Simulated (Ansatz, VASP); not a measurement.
# Al2Ru: VASP beside Ansatz

```
Al Ru
1.0
     0.00000    3.98416    4.38009
     2.34743    0.00000    4.38009
     2.34743    3.98416    0.00000
Al Ru
4 2
Direct
  0.07890 0.42110 0.07890
  0.42110 0.07890 0.42110
  0.17110 0.82890 0.17110
  0.82890 0.17110 0.82890
  0.75000 0.75000 0.75000
  0.50000 0.50000 0.50000
```

Change from the starting cell: volume 13.655 Å^3 an atom, stretch along a over the lengths across it, relative to the relaxed cell 1.0000.

Alike in both runs: task single point; functional LDA; k mesh 10 × 10 × 10; occupations gaussian, width 0.03 eV; no spin polarisation.

|  | VASP | Ansatz |
| --- | --- | --- |
| version | VASP 6.6.1 | Ansatz 0.2.0 |
| potentials or method | VASP PAW LDA potentials, release 64 (Al, Ru_pv), cutoff 520 eV | scalar-relativistic, plane waves, PAW |
| valence electrons in the cell | 40 | 44 |

|  | VASP | Ansatz | Ansatz less VASP |
| --- | --- | --- | --- |
| gap on the k mesh at the Fermi level (eV) | 0.07 | 0.07 | +0.003 |
| least direct gap on the mesh (eV) | 1.22 | 1.22 | -0.002 |
| pressure (GPa) | -3.2 | -3.6 | -0.44 |
| traceless stress, the component that is largest in VASP (GPa) | 0.26 | 0.31 | +0.051 |
| rms of the force components (eV/Å) | 0.011 | 0.014 | +0.0029 |

Ansatz warns that its potentials were made for another functional, while VASP's fit it. LDA's correlation is that of Perdew and Zunger in VASP and of Perdew and Wang (1992) in Ansatz. Atom by atom the forces differ by 0.003 eV/Å (rms over components). VASP's potentials hold 40 valence electrons a cell and Ansatz's 44, so a difference there can come from the potentials and not from the codes.
